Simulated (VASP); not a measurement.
Set up this calculation in VASP 6.6.1, as the native input.

| Quantity | Value |
| --- | --- |
| Task | single point |
| Functional | PBE |
| Potentials or basis | VASP PAW PBE potentials, release 64 (Mg, Ti_sv, Mn_pv, C, N) |
| Cutoff | 520 eV |
| k mesh | 4 × 4 × 4 |
| Occupations | gaussian, width 0.1 eV |
| Spin | collinear spin, ferrimagnetic start |
| Starting moments | [0.0, 0.0, -1.0, 4.0, 0.0, 0.0, 0.0, 0.0, 0.0, 0.0, 0.0, 0.0, 0.0, 0.0, 0.0, 0.0] μB |
| Dipole correction | no |
| Further INCAR settings | LREAL = Auto; ALGO = Normal; EDIFF = 1e-07; NBANDS = 60 |

The structure of Mg2TiMnC6N6 lies in POSCAR:

```
Mg2TiMnC6N6
1.0
    0.0000000000      5.1380000000      5.1380000000
    5.1380000000      0.0000000000      5.1380000000
    5.1380000000      5.1380000000      0.0000000000
Mg Ti Mn C N
2 1 1 6 6
Direct
    0.2500000000      0.2500000000      0.2500000000
    0.7500000000      0.7500000000      0.7500000000
    0.5000000000      0.5000000000      0.5000000000
    0.0000000000      0.0000000000      0.0000000000
    0.8114052200      0.1885947800      0.1885947800
    0.1885947800      0.8114052200      0.1885947800
    0.1885947800      0.1885947800      0.8114052200
    0.1885947800      0.8114052200      0.8114052200
    0.8114052200      0.1885947800      0.8114052200
    0.8114052200      0.8114052200      0.1885947800
    0.6975476800      0.3024523200      0.3024523200
    0.3024523200      0.6975476800      0.3024523200
    0.3024523200      0.3024523200      0.6975476800
    0.3024523200      0.6975476800      0.6975476800
    0.6975476800      0.3024523200      0.6975476800
    0.6975476800      0.6975476800      0.3024523200
```

The input as run:

INCAR

```
SYSTEM = Mg2TiMnC6N6
  PREC = Accurate
  ENCUT = 520
  EDIFF = 1E-7
  ISMEAR = 0
  SIGMA = 0.1
  LREAL = Auto
  LASPH = .True.
  NELM = 150
  ALGO = Normal
  ISIF = 2
  LWAVE = .False.
  LCHARG = .True.
  ISPIN = 2
  MAGMOM = 0 0 -1 4 0 0 0 0 0 0 0 0 0 0 0 0
  LORBIT = 11
  LMAXMIX = 4
  GGA = PE
  LELF = .True.
  LVHAR = .True.
  NBANDS = 60
```

KPOINTS

```
regular mesh
0
Gamma
  4 4 4
  0 0 0
```

Potentials or basis: VASP PAW PBE potentials, release 64 (Mg, Ti_sv, Mn_pv, C, N).

Command:

```bash
$ cat potpaw_PBE.64/Mg/POTCAR potpaw_PBE.64/Ti_sv/POTCAR potpaw_PBE.64/Mn_pv/POTCAR potpaw_PBE.64/C/POTCAR potpaw_PBE.64/N/POTCAR > POTCAR
$ mpirun -np 1 vasp_std > vasp.out
```

It gave:

The pressure is 2.3 GPa and the largest force is 2.778 eV/Å. The band gap on the k mesh is zero (filled and empty bands overlap), the net moment is -1.00 μB per cell and the site moments are Mg -0.12; Ti +0.13; Mn -0.06; C +0.00; N -0.01 μB. The valence electrons inside the program's atomic spheres are Mg 0.30; Ti 10.21; Mn 12.24; C 2.57; N 3.94.

Caveat: a cell with one magnetic atom can't hold antiferromagnetic order, which such compounds often take; forces of over 1 eV/Å act on the atoms, so gaps and moduli don't describe the material at rest.

Run time: 34 min on 1 thread of AMD EPYC 7R13, on a shared host, peak memory 0.6 GiB.
